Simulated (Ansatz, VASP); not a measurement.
**One calculation of NaH13O7, two programs**

```
O H Na
1.0
     6.07318    0.00000    0.00000
     0.00000    6.07318    0.00000
     0.00000    0.00000    6.07318
O H Na
7 13 1
Direct
  0.68720 0.34504 0.18930
  0.22127 0.11058 0.21663
  0.53515 0.09397 0.59556
  0.95271 0.38187 0.52745
  0.86849 0.81648 0.98258
  0.26270 0.52818 0.01123
  0.65223 0.52186 0.77675
  0.54833 0.42411 0.20681
  0.79105 0.41359 0.29591
  0.22473 0.25637 0.14390
  0.28870 0.01207 0.10912
  0.55764 0.24764 0.64778
  0.41996 0.10723 0.48341
  0.09607 0.43678 0.57061
  0.83476 0.44921 0.63837
  0.76749 0.70292 0.89071
  0.86550 0.94841 0.89230
  0.14468 0.63623 0.98335
  0.38869 0.55679 0.90788
  0.68301 0.42765 0.90604
  0.85173 0.02723 0.33982
```

Alike in both runs: functional PBE; dispersion D3(BJ); k mesh 1 × 1 × 1; occupations fermi-dirac, width 0.02 eV; no spin polarisation.

Ansatz relaxed the structure, and its values are those at the end. VASP's run is a single point on that final structure, the one shown.

```csv
,VASP,Ansatz
version,VASP 6.6.1,Ansatz 0.2.0
potentials or method,"VASP PAW PBE potentials, release 64 (O, H, Na_sv), cutoff 840 eV","scalar-relativistic, plane waves, PAW"
valence electrons in the cell,64,64
```

VASP gave:

```
rms of the force components (eV/Å) : 0.106
```

Problem. Estimate Ansatz's values.

Solution. rms of the force components (eV/Å): 0.119.
